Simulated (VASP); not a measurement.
## Re: single point with PBEsol

The system is Re.

```
Re
1.0
     0.00000    1.94538    1.97500
     1.97500    0.00000    1.97500
     1.97500    1.94538    0.00000
Re
1
Cartesian
  0.0000 0.0000 0.0000
```

This cell differs from its parent crystal: strain -0.0150 x Voigt [0, 1, 0, 0, 0, 0].

| Property | Result |
| --- | --- |
| Program | VASP 6.6.1 |
| Task | single point |
| Functional | PBEsol |
| Potentials or basis | VASP PAW PBE potentials, release 64 (Re) |
| Cutoff | 520 eV |
| k mesh | 20 × 20 × 20 |
| Occupations | gaussian, width 0.15 eV |
| Spin | no spin polarisation |

- Pressure: -14.1 GPa
- Band gap on the k mesh: zero (an odd number of electrons rules out a gap without spin polarisation)

Stress tensor (GPa, compression positive):
```
-15.46   0.00   0.00
  0.00 -11.37   0.00
  0.00   0.00 -15.46
```

Levels at points of the mesh, in eV from the Fermi level:
```csv
k point,band 2,band 3,band 4,band 5,band 6,band 7
"(0.00, 0.00, 0.00)",-1.91,-1.91,-1.70,1.05,1.34,13.92
"(0.50, 0.00, 0.00)",-2.16,-1.93,0.16,3.57,3.71,9.50
"(0.50, 0.50, 0.00)",-5.72,2.56,3.59,4.24,4.46,12.00
"(0.50, 0.00, 0.50)",-5.75,2.87,3.57,4.37,4.37,11.85
```

Run time: 2.9 min on 1 thread of Intel Xeon 8259CL (shared host), peak memory 0.23 GiB.

Caveat: the cell differs from its parent crystal (strain -0.0150 x Voigt [0, 1, 0, 0, 0, 0]); the cell stands under tension; the PAW data sets were made with another functional, which shifts forces and pressure a little; spin-orbit coupling is left out, which moves the levels of the heavy elements.
